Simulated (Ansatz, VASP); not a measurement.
## Al: VASP beside Ansatz

INCAR

```
  PREC = Accurate
  ENCUT = 520
  EDIFF = 1E-6
  ISMEAR = -1
  SIGMA = 0.05
  LREAL = F
  LASPH = T
  NELM = 60
  ALGO = Normal
  ISIF = 2
  LWAVE = F
  LCHARG = F
  GGA = PE
  NBANDS = 8
```

File KPOINTS:

```
Automatic mesh
0
Gamma
  14 14 14
```

File POSCAR:

```
Al
1.0
   -0.0404796000      2.0037402000      2.0037402000
    2.0037402000     -0.0404796000      2.0037402000
    2.0037402000      2.0037402000     -0.0404796000
Al
1
Direct
    0.0000000000      0.0000000000      0.0000000000
```

Input for Ansatz:

```yaml
crystal:
  lattice:
    - [-0.0404796, 2.0037402, 2.0037402]
    - [2.0037402, -0.0404796, 2.0037402]
    - [2.0037402, 2.0037402, -0.0404796]
  atoms:
    - { symbol: Al, position: [0.0, 0.0, 0.0] }
kpoints:
  mp_grid: { grid: [14, 14, 14] }
scf:
  occupations: { method: fermi_dirac, width: 0.05 }
hamiltonian:
  xc: pbe
  pseudopotentials: { kind: all_electron, lapw: { basis_error: 0.001 } }
output:
  forces: true
  stress: true
  eigenvalues: true
```

Change from the starting cell: equal xy, yz and zx shear strains of -2 %.

Alike in both runs: task single point; functional PBE; k mesh 14 × 14 × 14; occupations fermi-dirac, width 0.05 eV; no spin polarisation.

|  | VASP | Ansatz |
| --- | --- | --- |
| version | VASP 6.6.1 | Ansatz 0.2.0 |
| potentials or method | VASP PAW PBE potentials, release 64 (Al), cutoff 520 eV | all-electron LAPW, scalar-relativistic |

```tsv
	VASP	Ansatz	Ansatz less VASP
pressure (GPa)	-0.5	-0.5	+0.04
traceless stress, the component that is largest in VASP (GPa)	-0.07	-0.07	+0.002
```

Ansatz ran all-electron here, and VASP with PAW potentials.
